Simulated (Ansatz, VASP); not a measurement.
# One calculation of TePb, two programs

```
CELL_PARAMETERS angstrom
0.00000 3.19044 3.19044
3.19044 0.00000 3.19044
3.19044 3.19044 0.00000
ATOMIC_POSITIONS crystal
Pb 0.00000 0.00000 0.00000
Te 0.50000 0.50000 0.50000
```

Alike in both runs: task single point; functional LDA; k mesh 10 × 10 × 10; occupations gaussian, width 0.02 eV; no spin polarisation.

|  | VASP | Ansatz |
| --- | --- | --- |
| version | VASP 6.6.1 | Ansatz 0.2.0 |
| potentials or method | VASP PAW LDA potentials, release 64 (Pb_d, Te), cutoff 500 eV | scalar-relativistic, plane waves, PAW |
| valence electrons in the cell | 20 | 30 |

Ansatz gave:

```
gap on the k mesh at the Fermi level (eV) : 0.58
least direct gap on the mesh (eV)         : 0.58
pressure (GPa)                            : 0.0
```

Task: What did VASP give for the same quantities?

Result: gap on the k mesh at the Fermi level (eV): 0.55; least direct gap on the mesh (eV): 0.55; pressure (GPa): 0.1.

Ansatz warns that its potentials were made for another functional, while VASP's fit it. LDA's correlation is that of Perdew and Zunger in VASP and of Perdew and Wang (1992) in Ansatz. VASP's potentials hold 20 valence electrons a cell and Ansatz's 30, so a difference there can come from the potentials and not from the codes.

Spin-orbit coupling is off throughout.
